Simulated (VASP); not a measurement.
# Ir (Immm) in VASP: a series of runs, part 3 of 3

VASP 6.6.1. The steps go on from the part before.

### 6 Single point, LDA (strain -0.0100 x Voigt [0, 0, 0, 0, 0, 1])

INCAR reads:

```
ALGO = Normal ; EDIFF = 1E-6
ENCUT = 560 ; GGA_COMPAT = False
ISIF = 2 ; ISMEAR = 0
LASPH = True ; LCHARG = False
LREAL = False ; LWAVE = False
NBANDS = 14 ; NELM = 120
PREC = Accurate ; SIGMA = 0.15
```

KPOINTS reads:

```
k-points
0
Gamma
  22 22 22
```

POSCAR reads:

```
Ir
1.0
   -0.0095985000      1.9197000000      1.9197000000
    1.9197000000     -0.0095985000      1.9197000000
    1.9101015000      1.9101015000      0.0000000000
Ir
1
Direct
    0.0000000000      0.0000000000      0.0000000000
```

Potentials or basis: VASP PAW LDA potentials, release 64 (Ir_sv_GW).

Run with:

```bash
> cat potpaw_LDA.64/Ir_sv_GW/POTCAR > POTCAR
> mpirun -np 1 vasp_std > vasp.out
```

OUTCAR:

```text
EDIFF = 1E-6
   ENCUT = 560
   ISIF = 2
   ISMEAR = 0
   LASPH = True
   LREAL = False
   NELM = 120
   PREC = Accurate

 ion  position               nearest neighbor table
   1  0.000  0.000  0.000-

  LATTYP: Found a body centered orthorhombic cell.
 ALAT       =     2.7012914468
 B/A-ratio  =     1.0100502513
 C/A-ratio  =     1.4213201632

  Lattice vectors:

 A1 = (   0.0095985000,  -1.9197000000,  -1.9197000000)
 A2 = (  -0.0095985000,   1.9197000000,  -1.9197000000)
 A3 = (   1.9197000000,  -0.0095985000,   1.9197000000)

Analysis of symmetry for initial positions (statically):
=====================================================================
 Subroutine PRICEL returns:
 Original cell was already a primitive cell.

 Routine SETGRP: Setting up the symmetry group for a
 body centered orthorhombic supercell.

 Subroutine GETGRP returns: Found  8 space group operations
 (whereof  8 operations were pure point group operations)
 out of a pool of  8 trial point group operations.

The static configuration has the point symmetry D_2h.

Analysis of symmetry for dynamics (positions and initial velocities):
=====================================================================
 Subroutine PRICEL returns:
 Original cell was already a primitive cell.

 Routine SETGRP: Setting up the symmetry group for a
 body centered orthorhombic supercell.

 Subroutine GETGRP returns: Found  8 space group operations
 (whereof  8 operations were pure point group operations)
 out of a pool of  8 trial point group operations.

The dynamic configuration has the point symmetry D_2h.

 Subroutine INISYM returns: Found  8 space group operations
 (whereof  8 operations are pure point group operations),
 and found     1 'primitive' translations

----------------------------------------------------------------------------------------

                                     Primitive cell

  volume of cell :      14.1488

  direct lattice vectors                    reciprocal lattice vectors
    -0.009598500  1.919700000  1.919700000    -0.259161555  0.259161555  0.260457363
     1.919700000 -0.009598500  1.919700000     0.259161555 -0.259161555  0.260457363
     1.910101500  1.910101500  0.000000000     0.261766194  0.261766194 -0.260457363

  length of vectors
     2.714882744  2.714882744  2.701291447     0.449630361  0.449630361  0.452637955

  position of ions in fractional coordinates (direct lattice)
     0.000000000  0.000000000  0.000000000

  ion indices of the primitive-cell ions
   primitive index   ion index
                 1           1

----------------------------------------------------------------------------------------

 KPOINTS: k-points

Automatic generation of k-mesh.
 Grid dimensions read from file:
 generate k-points for:   22   22   22

 Generating k-lattice:

  Cartesian coordinates                     Fractional coordinates (reciprocal lattice)
    -0.011780071  0.011780071  0.011838971     0.045454545 -0.000000000  0.000000000
     0.011780071 -0.011780071  0.011838971    -0.000000000  0.045454545  0.000000000
     0.011898463  0.011898463 -0.011838971    -0.000000000 -0.000000000  0.045454545

  Length of vectors
     0.020437744  0.020437744  0.020574453

  Shift w.r.t. Gamma in fractional coordinates (k-lattice)
     0.000000000  0.000000000  0.000000000

 Subroutine IBZKPT returns following result:
 ===========================================

 Found   1530 irreducible k-points:

 Following reciprocal coordinates:
            Coordinates               Weight
  0.000000  0.000000  0.000000      1.000000
  0.045455  0.000000  0.000000      4.000000
  0.090909  0.000000  0.000000      4.000000
  0.136364  0.000000  0.000000      4.000000
  0.181818  0.000000  0.000000      4.000000
  0.227273  0.000000  0.000000      4.000000
[... 16 lines left out ...]
  0.500000  0.045455  0.000000      4.000000
 -0.454545  0.045455  0.000000      4.000000
 [... further k-points ...]
   k-points           NKPTS =   1530   k-points in BZ     NKDIM =   1530   number of bands    NBANDS=     14
   number of dos      NEDOS =    301   number of ions     NIONS =      1
   total plane-waves  NPLWV =  13824
   dimension x,y,z NGX =    24 NGY =   24 NGZ =   24
   dimension x,y,z NGXF=    48 NGYF=   48 NGZF=   48
   ions per type =               1
   NGX,Y,Z   is equivalent  to a cutoff of  14.70, 14.70, 14.77 a.u.
   NGXF,Y,Z  is equivalent  to a cutoff of  29.39, 29.39, 29.54 a.u.
 SYSTEM =  unknown system
   PREC   = accura    normal or accurate (medium, high low for compatibility)
   ISTART =      0    job   : 0-new  1-cont  2-samecut
   ICHARG =      2    charge: 1-file 2-atom 10-const
   ISPIN  =      1    spin polarized calculation?
   LNONCOLLINEAR =      F non collinear calculations
   LSORBIT =      F    spin-orbit coupling
   LASPH  =      T    aspherical Exc in radial PAW
   ENCUT  =  560.0 eV  41.16 Ry    6.42 a.u.   5.24  5.24  5.21*2*pi/ulx,y,z
   NELM   =    120;   NELMIN=  2; NELMDL= -5     # of ELM steps
   EDIFF  = 0.1E-05   stopping-criterion for ELM
   LREAL  =      F    real-space projection
   EDIFFG = 0.1E-04   stopping-criterion for IOM
   NSW    =      0    number of steps for IOM
   IBRION =     -1    ionic relax: 0-MD 1-quasi-New 2-CG
   NFREE  =      0    steps in history (QN), initial steepest desc. (CG)
   ISIF   =      2    stress and relaxation
   ISYM   =      2    0-nonsym 1-usesym 2-fastsym
   POTIM  = 0.5000    time-step for ionic-motion
   TEBEG  =    0.0;   TEEND  =   0.0 temperature during run
   PSTRESS=    0.0 pullay stress
   NELECT =      17.0000    total number of electrons
   NUPDOWN=      -1.0000    fix difference up-down
   EMIN   =  10.00;   EMAX   =-10.00  energy-range for DOS
   EFERMI =   0.00;   METHOD = LEGACY
   ISMEAR =     0;   SIGMA  =   0.15  broadening in eV -4-tet -1-fermi 0-gaus
   EFERMI_NEDOS =   21; number of points for ismear=-14 and -15
   IALGO  =     38    algorithm
   IMIX   =      4    mixing-type and parameters
     AMIX     =   0.40;   BMIX     =  1.00
     AMIX_MAG =   1.60;   BMIX_MAG =  1.00
  volume/ion in A,a.u.               =      14.15        95.48
  Fermi-wavevector in a.u.,A,eV,Ry     =   1.740409  3.288897 41.212380  3.029025
  Thomas-Fermi vector in A             =   2.813064
   LORBIT       =      0    0 simple, 1 ext, 2 COOP (PROOUT), +10 PAW based schemes
   GGA     = CA    functional components
   LHFCALC =     F    Hartree Fock is set to
   AEXX    =    0.0000 exact exchange contribution
   IVDW    =     0    specifies the selected vdW correction
   LEPSILON=     F    determine dielectric tensor
   LRPA    =     F    only Hartree local field effects (RPA)
 non-spin polarized calculation
 Gauss-broadening in eV      SIGMA  =   0.15
  energy-cutoff  :      560.00
  volume of cell :       14.15
 maximum number of plane-waves:       444
 NGX is ok and might be reduce to    24
   NGX = 11   NGY = 11   NGZ = 11

 number of electron      17.0000000 magnetization

 Free energy of the ion-electron system (eV)
  ---------------------------------------------------
  ext. energy  EPLUGINS =         0.00000000
  ---------------------------------------------------
  free energy    TOTEN  =       -10.90081348 eV

  energy without entropy =      -10.88851654  energy(sigma->0) =      -10.89466501

 E-fermi :  12.6258     XC(G=0): -14.7837

 val. band max:       12.6245550241   @ k =   0.4091   0.1818   0.0455
 cond. band min:      12.6321823731   @ k =   0.3636   0.0909   0.4545
 fundamental gap:      0.0076273490
 Fermi energy:        12.6257569343

 k-point     1 :       0.0000    0.0000    0.0000
  band No.  band energies     occupation
      1     -79.8878      2.00000
      2     -36.5549      2.00000
      3     -36.5509      2.00000
      4     -36.5467      2.00000
      5       1.5664      2.00000
      6       8.6684      2.00000
      7       8.7425      2.00000
      8       8.8247      2.00000
      9      11.4684      2.00000
     10      11.4692      2.00000
     11      26.3033      0.00000
     12      31.6213      0.00000
     13      31.7766      0.00000
     14      31.9319      0.00000
[... 375 lines left out ...]
 k-point    24 :      -0.4545    0.0455    0.0000
  band No.  band energies     occupation
      1     -79.8227      2.00000
      2     -37.3301      2.00000
      3     -36.6716      2.00000
      4     -36.6595      2.00000
      5       4.6182      2.00000
      6       8.5445      2.00000
      7       8.8037      2.00000
      8      11.3721      2.00000
      9      13.4541      0.00000
     10      13.9425      0.00000
     11      20.0344      0.00000
     12      26.2154      0.00000
     13      31.5434      0.00000
     14      32.1146      0.00000

 [... further k-points ...]
[... 5 lines left out ...]
  --------------------------------------------------------------------------------------
  -------------------------------------------------------------------------------------
  Total       -0.7713799     -0.7713799     -0.7779801      0.2362804      0.0000000      0.0000000
  in kB      -87.3493505    -87.3493505    -88.0967405     26.7558737      0.0000000      0.0000000
  external PRESSURE =     -87.5984805 kB  Pullay stress =       0.0000000 kB

 VOLUME and BASIS-vectors are now :
 -----------------------------------------------------------------------------
  energy-cutoff  :      560.00
  volume of cell :       14.15
      direct lattice vectors                 reciprocal lattice vectors
    -0.009598500  1.919700000  1.919700000    -0.259161555  0.259161555  0.260457363
     1.919700000 -0.009598500  1.919700000     0.259161555 -0.259161555  0.260457363
     1.910101500  1.910101500  0.000000000     0.261766194  0.261766194 -0.260457363

 POSITION                                       TOTAL-FORCE (eV/Angst)
 -----------------------------------------------------------------------------------
      0.00000      0.00000      0.00000         0.000000      0.000000      0.000000
 -----------------------------------------------------------------------------------
    total drift:                               -0.000000      0.000000      0.000000

  FREE ENERGIE OF THE ION-ELECTRON SYSTEM (eV)
  ---------------------------------------------------
  free  energy   TOTEN  =       -10.9008134828 eV

  energy  without entropy=      -10.8885165423  energy(sigma->0) =      -10.89466501
```

It took 2.1 min on 1 thread of Intel Xeon Platinum 8488C (Sapphire Rapids), shared host; peak memory 0.44 GiB.

What came out:

- Free energy: -10.9008 eV
- Pressure: -8.8 GPa
- Band gap on the k mesh: zero (an odd number of electrons rules out a gap without spin polarisation)

Stress tensor (GPa, compression positive):
```
-8.73  2.68  0.00
 2.68 -8.73  0.00
 0.00  0.00 -8.81
```

Caveat: the cell differs from its parent crystal (strain -0.0100 x Voigt [0, 0, 0, 0, 0, 1]); the cell stands under tension; spin-orbit coupling is left out, which moves the levels of the heavy elements.

### 7 Summary

```tsv
cell	gap on the mesh (eV)	pressure (GPa)
a = 2.715, b = 2.715, c = 2.735 Å, angles 59.8, 59.8, 59.5°, 1 atom	none	-8.7
a = 2.715, b = 2.715, c = 2.732 Å, angles 59.8, 59.8, 59.6°, 1 atom	none	-8.7
a = 2.715, b = 2.715, c = 2.722 Å, angles 59.9, 59.9, 59.8°, 1 atom	none	-8.8
a = 2.715, b = 2.715, c = 2.688 Å, angles 60.3, 60.3, 60.7°, 1 atom	none	-8.6
a = 2.715, b = 2.715, c = 2.701 Å, angles 60.2, 60.2, 60.3°, 1 atom	none	-8.8
```

Alike in all rows: task single point; level LDA; potentials or basis VASP PAW LDA potentials, release 64 (Ir_sv_GW); no spin polarisation; k mesh 22 × 22 × 22; cutoff (eV) 560; smearing gaussian 0.15 eV.

Caveats: the cell stands under tension; spin-orbit coupling is left out, which moves the levels of the heavy elements.

Absolute energies hang on the potentials; compare differences alone.
